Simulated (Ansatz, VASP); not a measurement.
# Co3Si4Ni in VASP and in Ansatz

```
Co Si Ni
1.0
     3.13949    1.81259    2.57598
    -3.13949    1.81259    2.57598
     0.00000   -3.62518    2.57598
Co Si Ni
3 4 1
Direct
  0.64376 0.14954 0.85552
  0.85552 0.64376 0.14954
  0.14954 0.85552 0.64376
  0.34456 0.84256 0.15240
  0.65872 0.65872 0.65872
  0.15240 0.34456 0.84256
  0.84256 0.15240 0.34456
  0.35294 0.35294 0.35294
```

Alike in both runs: task single point; functional PBE; k mesh 6 × 6 × 6; occupations gaussian, width 0.1 eV; no spin polarisation.

|  | VASP | Ansatz |
| --- | --- | --- |
| version | VASP 6.6.1 | Ansatz 0.2.0 |
| potentials or method | VASP PAW PBE potentials, release 64 (Co, Si, Ni), cutoff 520 eV | scalar-relativistic, plane waves, PAW |
| valence electrons in the cell | 53 | 85 |

```tsv
	VASP	Ansatz	Ansatz less VASP
gap on the k mesh at the Fermi level (eV)	none	none	-
pressure (GPa)	-0.1	0.0	+0.10
rms of the force components (eV/Å)	0.004	0.002	-0.0015
```

Atom by atom the forces differ by 0.002 eV/Å (rms over components). A gap of «none» marks a metal or a gap that the smearing closes. VASP's potentials hold 53 valence electrons a cell and Ansatz's 85, so a difference there can come from the potentials and not from the codes.
